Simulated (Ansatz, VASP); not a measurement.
# One calculation of NaH, two programs

Contents of INCAR:

```
SYSTEM = NaH
PREC     = Accurate       ! precision mode
ENCUT    = 520            ! plane-wave cutoff, eV
EDIFF    = 1E-6           ! SCF threshold, eV
ISMEAR   = -1             ! smearing method
SIGMA    = 0.02           ! smearing width, eV
LREAL    = .False.        ! projectors in reciprocal space
LASPH    = .True.         ! aspherical terms in the spheres
NELM     = 100            ! most SCF steps
ALGO     = Normal         ! electronic algorithm
ISIF     = 2              ! what is computed and relaxed
LWAVE    = .False.        ! write WAVECAR
LCHARG   = .False.        ! write CHGCAR
GGA      = PE             ! functional
NBANDS   = 11             ! bands
```

File KPOINTS:

```
regular mesh
0
Gamma
  8 8 8
  0 0 0
```

Contents of POSCAR:

```
NaH
1.0
    2.9743244007      0.0000000000      0.0000000000
    0.0000000000      2.9743244007      0.0000000000
    0.0000000000      0.0000000000      2.9743244007
Na H
1 1
Direct
    0.0000000000      0.0000000000      0.0000000000
    0.5000000000      0.5000000000      0.5000000000
```

Input for Ansatz:

```yaml
crystal:
  lattice:
    - [2.9743244007, 0.0, 0.0]
    - [0.0, 2.9743244007, 0.0]
    - [0.0, 0.0, 2.9743244007]
  atoms:
    - { symbol: Na, position: [0.0, 0.0, 0.0] }
    - { symbol: H, position: [0.5, 0.5, 0.5] }
kpoints:
  mp_grid: { grid: [8, 8, 8] }
  band_path:
    path: [[0.0, 0.0, 0.0], [0.0, 0.5, 0.0], [0.5, 0.5, 0.0], [0.5, 0.5, 0.5]]
    npoints: 1
hamiltonian:
  xc: pbe
scf:
  occupations: { method: fermi_dirac, width: 0.02 }
  n_extra_bands: 4
output:
  forces: true
  stress: true
  eigenvalues: true
  write_density: true
  write_potential: true
  elf: true
  volumetric_format: npy
```

Change from the starting cell: hydrostatic strain +1.4%.

Alike in both runs: task single point; functional PBE; k mesh 8 × 8 × 8; occupations fermi-dirac, width 0.02 eV; no spin polarisation.

```csv
,VASP,Ansatz
version,VASP 6.6.1,Ansatz 0.2.0
potentials or method,"VASP PAW PBE potentials, release 64 (Na_pv, H)","plane waves, PAW"
plane-wave cutoff (eV),520,420
valence electrons in the cell,8,10
```

|  | VASP | Ansatz | Ansatz less VASP |
| --- | --- | --- | --- |
| gap on the k mesh at the Fermi level (eV) | 1.03 | 1.03 | +0.002 |
| pressure (GPa) | -0.3 | -0.2 | +0.07 |

VASP's potentials hold 8 valence electrons a cell and Ansatz's 10, so a difference there can come from the potentials and not from the codes.
